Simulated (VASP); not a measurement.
Tc, 1 atom in the cell. The structure is cubic, space group Fm-3m (No. 225). Conventional cell: a = 3.874 Å, b = 3.874 Å, c = 3.874 Å, α = 90.00°, β = 90.00°, γ = 90.00°. Within 3.6 Å of Tc (site symmetry m-3m) lie 12 Tc at 2.74 Å. This isn't the form of Tc at room conditions, which is hcp.

| Property | Result |
| --- | --- |
| Program | VASP 6.6.1 |
| Task | single point |
| Functional | PBE |
| Potentials or basis | VASP PAW PBE potentials, release 64 (Tc_pv) |
| Cutoff | 520 eV |
| k mesh | 9 × 9 × 9 |
| Occupations | fermi-dirac, width 0.05 eV |
| Spin | non-collinear spin, zero start, spin-orbit coupling |
| Starting moments | [[0.0, 0.0, 0.0]] μB |
| Hubbard terms | Tc d U = 8.0 eV |
| Dipole correction | no |
| Further INCAR settings | ALGO = Normal; EDIFF = 1e-06; NBANDS = 24 |

Potentials or basis: VASP PAW PBE potentials, release 64 (Tc_pv).

The run is started by

```console
$ cat potpaw_PBE.64/Tc_pv/POTCAR > POTCAR
$ mpirun -np 1 vasp_ncl > vasp.out
```

Hardware: 1 thread of AMD EPYC 7R13 Processor (Zen 3) (shared host).

Problem. How long does it take, and how much memory?

Solution. Wall time 27 s on 1 thread of AMD EPYC 7R13 Processor (Zen 3), with other jobs on the host, peak memory 0.14 GiB. Counts: scf iterations 22, k points 35.
